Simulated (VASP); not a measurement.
# KTaO3 (P4/mmm) in VASP: notebook

Runs on KTaO3. Level: PBEsol. Tasks: single point.

Program: VASP 6.6.1. These are calculated values, not measurements. Logs are shortened: lines on timing, memory, paths and dates and some standing lists are left out, and cuts for length are marked.

### 1 The cell of the first run

The structure is tetragonal, space group P4/mmm (No. 123). Conventional cell: a = 4.144 Å, b = 4.144 Å, c = 3.981 Å, α = 90.00°, β = 90.00°, γ = 90.00°. K (site symmetry 4/mmm) has 12 O at 2.87 to 2.93 Å and 8 Ta at 3.54 Å within 3.8 Å. Ta (site symmetry 4/mmm) has 6 O at 1.99 to 2.07 Å within 2.6 Å. O (site symmetry mmm) has 2 Ta at 2.07 Å within 2.7 Å. O (site symmetry 4/mmm) has 2 Ta at 1.99 Å within 2.6 Å.

### 2 Single point, PBEsol (13.67 Å³/atom)

INCAR

```
SYSTEM = KTaO3
ALGO     = Normal         ! electronic algorithm
EDIFF    = 1E-6           ! SCF threshold, eV
ENCUT    = 520            ! plane-wave cutoff, eV
GGA      = PS             ! functional
ISIF     = 2              ! what is computed and relaxed
ISMEAR   = 0              ! smearing method
LASPH    = .True.         ! aspherical terms in the spheres
LCHARG   = .False.        ! write CHGCAR
LREAL    = .False.        ! projectors in reciprocal space
LWAVE    = .False.        ! write WAVECAR
NBANDS   = 27             ! bands
NELM     = 80             ! most SCF steps
PREC     = Accurate       ! precision mode
SIGMA    = 0.05           ! smearing width, eV
```

KPOINTS

```
k-points
0
Gamma
  8 8 8
  0 0 0
```

POSCAR

```
KTaO3
1.0
    4.1441017677      0.0000000000      0.0000000000
    0.0000000000      4.1441017677      0.0000000000
    0.0000000000      0.0000000000      3.9808241581
K Ta O
1 1 3
Direct
    0.5000000000      0.5000000000      0.5000000000
    0.0000000000      0.0000000000      0.0000000000
    0.5000000000      0.0000000000      0.0000000000
    0.0000000000      0.5000000000      0.0000000000
    0.0000000000      0.0000000000      0.5000000000
```

Potentials or basis: VASP PAW PBE potentials, release 64 (K_sv, Ta_pv, O).

Run with:

```console
$ cat potpaw_PBE.64/K_sv/POTCAR potpaw_PBE.64/Ta_pv/POTCAR potpaw_PBE.64/O/POTCAR > POTCAR
$ mpirun -np 1 vasp_std > vasp.out
```

OUTCAR:

```text
SYSTEM = KTaO3
   EDIFF = 1E-6
   ENCUT = 520
   GGA = PS
   ISIF = 2
   ISMEAR = 0
   LASPH = .True.
   LREAL = .False.
   NELM = 80
   PREC = Accurate

 ion  position               nearest neighbor table
   1  0.500  0.500  0.500-   3 2.87   4 2.87   3 2.87   4 2.87   3 2.87   3 2.87   4 2.87   4 2.87
                             2 3.54   2 3.54   2 3.54   2 3.54   2 3.54   2 3.54   2 3.54   2 3.54
   2  0.000  0.000  0.000-   5 1.99   5 1.99   3 2.07   4 2.07   4 2.07   3 2.07   1 3.54   1 3.54
                             1 3.54   1 3.54   1 3.54   1 3.54   1 3.54   1 3.54
   3  0.500  0.000  0.000-   2 2.07   2 2.07   1 2.87   1 2.87   1 2.87   1 2.87
   4  0.000  0.500  0.000-   2 2.07   2 2.07   1 2.87   1 2.87   1 2.87   1 2.87
   5  0.000  0.000  0.500-   2 1.99   2 1.99

  LATTYP: Found a simple tetragonal cell.
 ALAT       =     4.1441017677
 C/A-ratio  =     0.9606000000

  Lattice vectors:

 A1 = (   4.1441017677,   0.0000000000,   0.0000000000)
 A2 = (   0.0000000000,   4.1441017677,   0.0000000000)
 A3 = (   0.0000000000,   0.0000000000,   3.9808241581)

Analysis of symmetry for initial positions (statically):
=====================================================================
 Subroutine PRICEL returns:
 Original cell was already a primitive cell.

 Routine SETGRP: Setting up the symmetry group for a
 simple tetragonal supercell.

 Subroutine GETGRP returns: Found 16 space group operations
 (whereof 16 operations were pure point group operations)
 out of a pool of 16 trial point group operations.

The static configuration has the point symmetry D_4h.

Analysis of symmetry for dynamics (positions and initial velocities):
=====================================================================
 Subroutine PRICEL returns:
 Original cell was already a primitive cell.

 Routine SETGRP: Setting up the symmetry group for a
 simple tetragonal supercell.

 Subroutine GETGRP returns: Found 16 space group operations
 (whereof 16 operations were pure point group operations)
 out of a pool of 16 trial point group operations.

The dynamic configuration has the point symmetry D_4h.

 Subroutine INISYM returns: Found 16 space group operations
 (whereof 16 operations are pure point group operations),
 and found     1 'primitive' translations

----------------------------------------------------------------------------------------

                                     Primitive cell

[... 98 lines left out ...]
   EDIFFG = 0.1E-04   stopping-criterion for IOM
   NSW    =      0    number of steps for IOM
   IBRION =     -1    ionic relax: 0-MD 1-quasi-New 2-CG
   NFREE  =      0    steps in history (QN), initial steepest desc. (CG)
   ISIF   =      2    stress and relaxation
   ISYM   =      2    0-nonsym 1-usesym 2-fastsym
   POTIM  = 0.5000    time-step for ionic-motion
   TEBEG  =    0.0;   TEEND  =   0.0 temperature during run
   PSTRESS=    0.0 pullay stress
   NELECT =      38.0000    total number of electrons
   NUPDOWN=      -1.0000    fix difference up-down
   EMIN   =  10.00;   EMAX   =-10.00  energy-range for DOS
   EFERMI =   0.00;   METHOD = LEGACY
   ISMEAR =     0;   SIGMA  =   0.05  broadening in eV -4-tet -1-fermi 0-gaus
   EFERMI_NEDOS =   21; number of points for ismear=-14 and -15
   IALGO  =     38    algorithm
   IMIX   =      4    mixing-type and parameters
     AMIX     =   0.40;   BMIX     =  1.00
     AMIX_MAG =   1.60;   BMIX_MAG =  1.00
  volume/ion in A,a.u.               =      13.67        92.27
  Fermi-wavevector in a.u.,A,eV,Ry     =   1.346040  2.543647 24.651372  1.811825
  Thomas-Fermi vector in A             =   2.473905
   LORBIT       =      0    0 simple, 1 ext, 2 COOP (PROOUT), +10 PAW based schemes
   GGA     = PS    functional components
   LHFCALC =     F    Hartree Fock is set to
   AEXX    =    0.0000 exact exchange contribution
   IVDW    =     0    specifies the selected vdW correction
   LEPSILON=     F    determine dielectric tensor
   LRPA    =     F    only Hartree local field effects (RPA)
 non-spin polarized calculation
 Gauss-broadening in eV      SIGMA  =   0.05
  energy-cutoff  :      520.00
  volume of cell :       68.36
 maximum number of plane-waves:      1864
 NGX is ok and might be reduce to    32
   NGX = 15   NGY = 15   NGZ = 15

 number of electron      38.0000004 magnetization

 Free energy of the ion-electron system (eV)
  ---------------------------------------------------
  ext. energy  EPLUGINS =         0.00000000
  ---------------------------------------------------
  free energy    TOTEN  =       -42.65641627 eV

  energy without entropy =      -42.65641627  energy(sigma->0) =      -42.65641627

 E-fermi :   1.4239     XC(G=0): -10.7484

 val. band max:        1.2061090400   @ k =   0.5000   0.5000   0.5000
 cond. band min:       3.0590096739   @ k =   0.0000   0.0000   0.0000
 fundamental gap:      1.8529006339
 Fermi energy:         1.4238607121

 k-point     1 :       0.0000    0.0000    0.0000
  band No.  band energies     occupation
      1     -33.2632      2.00000
      2     -33.2138      2.00000
      3     -33.2138      2.00000
      4     -26.0119      2.00000
      5     -16.1846      2.00000
      6     -15.4187      2.00000
[... 709 lines left out ...]
     26      10.6178      0.00000
     27      11.4160      0.00000

 [... further k-points ...]

------------------------ aborting loop because EDIFF is reached ----------------------------------------

  FORCE on cell =-STRESS in cart. coord.  units (eV):
  Direction    XX          YY          ZZ          XY          YZ          ZX
  --------------------------------------------------------------------------------------
  -------------------------------------------------------------------------------------
  Total       -6.8609473     -6.8609473     -1.8020613      0.0000000     -0.0000000      0.0000000
  in kB     -160.7906720   -160.7906720    -42.2324555      0.0000000     -0.0000000      0.0000000
  external PRESSURE =    -121.2712665 kB  Pullay stress =       0.0000000 kB

 VOLUME and BASIS-vectors are now :
 -----------------------------------------------------------------------------
  energy-cutoff  :      520.00
  volume of cell :       68.36
      direct lattice vectors                 reciprocal lattice vectors
     4.144101768  0.000000000  0.000000000     0.241306815  0.000000000  0.000000000
     0.000000000  4.144101768  0.000000000     0.000000000  0.241306815  0.000000000
     0.000000000  0.000000000  3.980824158     0.000000000  0.000000000  0.251204263

 POSITION                                       TOTAL-FORCE (eV/Angst)
 -----------------------------------------------------------------------------------
      2.07205      2.07205      1.99041         0.000000      0.000000      0.000000
      0.00000      0.00000      0.00000         0.000000      0.000000      0.000000
      2.07205      0.00000      0.00000         0.000000      0.000000      0.000000
      0.00000      2.07205      0.00000         0.000000      0.000000      0.000000
      0.00000      0.00000      1.99041         0.000000      0.000000      0.000000
 -----------------------------------------------------------------------------------
    total drift:                                0.000000      0.000000     -0.000000

  FREE ENERGIE OF THE ION-ELECTRON SYSTEM (eV)
  ---------------------------------------------------
  free  energy   TOTEN  =       -42.6564162658 eV

  energy  without entropy=      -42.6564162658  energy(sigma->0) =      -42.65641627
```

OSZICAR:

```text
N       E                     dE             d eps       ncg     rms          rms(c)
DAV:   1     0.315466201986E+03    0.31547E+03   -0.20621E+04  4050   0.139E+03
DAV:   2    -0.315274083330E+02   -0.34699E+03   -0.33699E+03  4829   0.397E+02
DAV:   3    -0.501448285324E+02   -0.18617E+02   -0.18529E+02  5854   0.892E+01
DAV:   4    -0.507793542611E+02   -0.63453E+00   -0.63364E+00  6582   0.105E+01
DAV:   5    -0.507838041510E+02   -0.44499E-02   -0.44491E-02  5380   0.851E-01    0.296E+01
DAV:   6    -0.430433687841E+02    0.77404E+01   -0.33345E+01  4848   0.369E+01    0.115E+01
DAV:   7    -0.427600217471E+02    0.28335E+00   -0.22521E+00  5100   0.897E+00    0.824E+00
DAV:   8    -0.426924148280E+02    0.67607E-01   -0.57301E-01  4959   0.598E+00    0.287E+00
DAV:   9    -0.426596412186E+02    0.32774E-01   -0.56697E-02  4964   0.182E+00    0.525E-01
DAV:  10    -0.426564242164E+02    0.32170E-02   -0.21196E-02  5259   0.912E-01    0.178E-01
DAV:  11    -0.426563957480E+02    0.28468E-04   -0.14882E-03  5459   0.245E-01    0.354E-02
DAV:  12    -0.426564090267E+02   -0.13279E-04   -0.63067E-05  5334   0.658E-02    0.210E-02
DAV:  13    -0.426564161842E+02   -0.71575E-05   -0.13791E-05  5424   0.267E-02    0.482E-03
DAV:  14    -0.426564162658E+02   -0.81621E-07   -0.83223E-07  4056   0.639E-03
   1 F= -.42656416E+02 E0= -.42656416E+02  d E =-.520929E-12
```

Wall time 2.3 min (1 thread of Intel Xeon 8259CL, shared host); peak memory 0.27 GiB.

Results:

```yaml
Free_energy: -42.6564 eV
Pressure: -12.1 GPa
Band_gap_on_the_k_mesh: 1.85 eV (least direct gap 2.50 eV)
```

Caveat: the cell stands under tension; the PAW data sets were made with another functional, which shifts forces and pressure a little; spin-orbit coupling is left out, which moves the levels of the heavy elements. PBEsol gaps usually lie below the measured ones, often by a third to a half.

### 3 Single point, PBEsol (13.67 Å³/atom)

INCAR

```
PREC = Accurate
ENCUT = 520
EDIFF = 1E-7
ISMEAR = 0
SIGMA = 0.05
LREAL = F
LASPH = T
NELM = 60
ALGO = Normal
ISIF = 2
LWAVE = F
LCHARG = F
GGA = PS
NBANDS = 27
```

KPOINTS

```
regular mesh
0
Gamma
  8 8 8
```

Changes to POSCAR since step 2:

```diff
@@ -2,5 +2,5 @@
 1.0
-    4.1441017677      0.0000000000      0.0000000000
-    0.0000000000      4.1441017677      0.0000000000
-    0.0000000000      0.0000000000      3.9808241581
+    4.0345431334      0.0000000000      0.0000000000
+    0.0000000000      4.0345431334      0.0000000000
+    0.0000000000      0.0000000000      4.1999594018
 K Ta O
```

Potentials or basis: VASP PAW PBE potentials, release 64 (K_sv, Ta_pv, O).

Run with:

```console
$ cat potpaw_PBE.64/K_sv/POTCAR potpaw_PBE.64/Ta_pv/POTCAR potpaw_PBE.64/O/POTCAR > POTCAR
$ mpirun -np 1 vasp_std > vasp.out
```

OUTCAR:

```text
PREC = Accurate
   ENCUT = 520
   EDIFF = 1E-7
   ISMEAR = 0
   LREAL = F
   LASPH = T
   NELM = 60
   ISIF = 2
   GGA = PS

 ion  position               nearest neighbor table
   1  0.500  0.500  0.500-   5 2.85   5 2.85   5 2.85   5 2.85   2 3.54   2 3.54   2 3.54   2 3.54
                             2 3.54   2 3.54   2 3.54   2 3.54
   2  0.000  0.000  0.000-   3 2.02   4 2.02   4 2.02   3 2.02   5 2.10   5 2.10   1 3.54   1 3.54
                             1 3.54   1 3.54   1 3.54   1 3.54   1 3.54   1 3.54
   3  0.500  0.000  0.000-   2 2.02   2 2.02
   4  0.000  0.500  0.000-   2 2.02   2 2.02
   5  0.000  0.000  0.500-   2 2.10   2 2.10   1 2.85   1 2.85   1 2.85   1 2.85

  LATTYP: Found a simple tetragonal cell.
 ALAT       =     4.0345431334
 C/A-ratio  =     1.0410000000

  Lattice vectors:

 A1 = (   4.0345431334,   0.0000000000,   0.0000000000)
 A2 = (   0.0000000000,   4.0345431334,   0.0000000000)
 A3 = (   0.0000000000,   0.0000000000,   4.1999594018)

Analysis of symmetry for initial positions (statically):
=====================================================================
 Subroutine PRICEL returns:
 Original cell was already a primitive cell.

 Routine SETGRP: Setting up the symmetry group for a
 simple tetragonal supercell.

 Subroutine GETGRP returns: Found 16 space group operations
 (whereof 16 operations were pure point group operations)
 out of a pool of 16 trial point group operations.

The static configuration has the point symmetry D_4h.

Analysis of symmetry for dynamics (positions and initial velocities):
=====================================================================
 Subroutine PRICEL returns:
 Original cell was already a primitive cell.

 Routine SETGRP: Setting up the symmetry group for a
 simple tetragonal supercell.

[... 127 lines left out ...]
   IALGO  =     38    algorithm
   IMIX   =      4    mixing-type and parameters
     AMIX     =   0.40;   BMIX     =  1.00
     AMIX_MAG =   1.60;   BMIX_MAG =  1.00
  volume/ion in A,a.u.               =      13.67        92.27
  Fermi-wavevector in a.u.,A,eV,Ry     =   1.346040  2.543647 24.651372  1.811825
  Thomas-Fermi vector in A             =   2.473905
   LORBIT       =      0    0 simple, 1 ext, 2 COOP (PROOUT), +10 PAW based schemes
   GGA     = PS    functional components
   LHFCALC =     F    Hartree Fock is set to
   AEXX    =    0.0000 exact exchange contribution
   IVDW    =     0    specifies the selected vdW correction
   LEPSILON=     F    determine dielectric tensor
   LRPA    =     F    only Hartree local field effects (RPA)
 non-spin polarized calculation
 Gauss-broadening in eV      SIGMA  =   0.05
  energy-cutoff  :      520.00
  volume of cell :       68.37
 maximum number of plane-waves:      1864
   NGX = 15   NGY = 15   NGZ = 15

 number of electron      37.9999985 magnetization

 Free energy of the ion-electron system (eV)
  ---------------------------------------------------
  ext. energy  EPLUGINS =         0.00000000
  ---------------------------------------------------
  free energy    TOTEN  =       -42.66196879 eV

  energy without entropy =      -42.66196879  energy(sigma->0) =      -42.66196879

 E-fermi :   1.4236     XC(G=0): -10.7482

 val. band max:        1.1939371011   @ k =   0.5000   0.5000   0.5000
 cond. band min:       3.0778713049   @ k =   0.0000   0.0000   0.0000
 fundamental gap:      1.8839342038
 Fermi energy:         1.4236220292

 k-point     1 :       0.0000    0.0000    0.0000
  band No.  band energies     occupation
      1     -33.2415      2.00000
      2     -33.2415      2.00000
      3     -33.2052      2.00000
      4     -26.0112      2.00000
      5     -16.1352      2.00000
      6     -15.5425      2.00000
[... 709 lines left out ...]
     26      10.8046      0.00000
     27      11.7008      0.00000

 [... further k-points ...]

------------------------ aborting loop because EDIFF is reached ----------------------------------------

  FORCE on cell =-STRESS in cart. coord.  units (eV):
  Direction    XX          YY          ZZ          XY          YZ          ZX
  --------------------------------------------------------------------------------------
  -------------------------------------------------------------------------------------
  Total       -3.7039174     -3.7039174     -8.1436085      0.0000000     -0.0000000      0.0000000
  in kB      -86.8036633    -86.8036633   -190.8506533      0.0000000     -0.0000000      0.0000000
  external PRESSURE =    -121.4859933 kB  Pullay stress =       0.0000000 kB

 VOLUME and BASIS-vectors are now :
 -----------------------------------------------------------------------------
  energy-cutoff  :      520.00
  volume of cell :       68.37
      direct lattice vectors                 reciprocal lattice vectors
     4.034543133  0.000000000  0.000000000     0.247859539  0.000000000  0.000000000
     0.000000000  4.034543133  0.000000000     0.000000000  0.247859539  0.000000000
     0.000000000  0.000000000  4.199959402     0.000000000  0.000000000  0.238097540

 POSITION                                       TOTAL-FORCE (eV/Angst)
 -----------------------------------------------------------------------------------
      2.01727      2.01727      2.09998         0.000000      0.000000      0.000000
      0.00000      0.00000      0.00000         0.000000      0.000000      0.000000
      2.01727      0.00000      0.00000         0.000000      0.000000      0.000000
      0.00000      2.01727      0.00000         0.000000      0.000000      0.000000
      0.00000      0.00000      2.09998         0.000000      0.000000      0.000000
 -----------------------------------------------------------------------------------
    total drift:                                0.000000     -0.000000      0.000000

  FREE ENERGIE OF THE ION-ELECTRON SYSTEM (eV)
  ---------------------------------------------------
  free  energy   TOTEN  =       -42.6619687879 eV

  energy  without entropy=      -42.6619687879  energy(sigma->0) =      -42.66196879
```

stdout:

```text
POSCAR found type information on POSCAR K TaO
 POSCAR found :  3 types and       5 ions
 scaLAPACK will be used
 -----------------------------------------------------------------------------
|                                                                             |
|                                                                             |
|     You enforced a specific xc type in the INCAR file but a different       |
|     I HOPE YOU KNOW WHAT YOU ARE DOING!                                     |
|                                                                             |
 -----------------------------------------------------------------------------

 LDA part: xc-table for (Slater+PW92), standard interpolation
 POSCAR, INCAR and KPOINTS ok, starting setup
 FFT: planning ... GRIDC
 FFT: planning ... GRID_SOFT
 FFT: planning ... GRID
 WAVECAR not read
 entering main loop
```

Wall time 3.2 min (1 thread of Intel Xeon 8259CL, shared host); peak memory 0.27 GiB.

What came out:

| Item | Value |
| --- | --- |
| Free energy | -42.6620 eV |
| Pressure | -12.1 GPa |
| Band gap on the k mesh | 1.88 eV (least direct gap 2.49 eV) |

Stress tensor (GPa, compression positive):
```
 -8.68   0.00   0.00
  0.00  -8.68   0.00
  0.00   0.00 -19.09
```

Caveat: the cell stands under tension; the PAW data sets were made with another functional, which shifts forces and pressure a little; spin-orbit coupling is left out, which moves the levels of the heavy elements. A k mesh can miss the band edges.
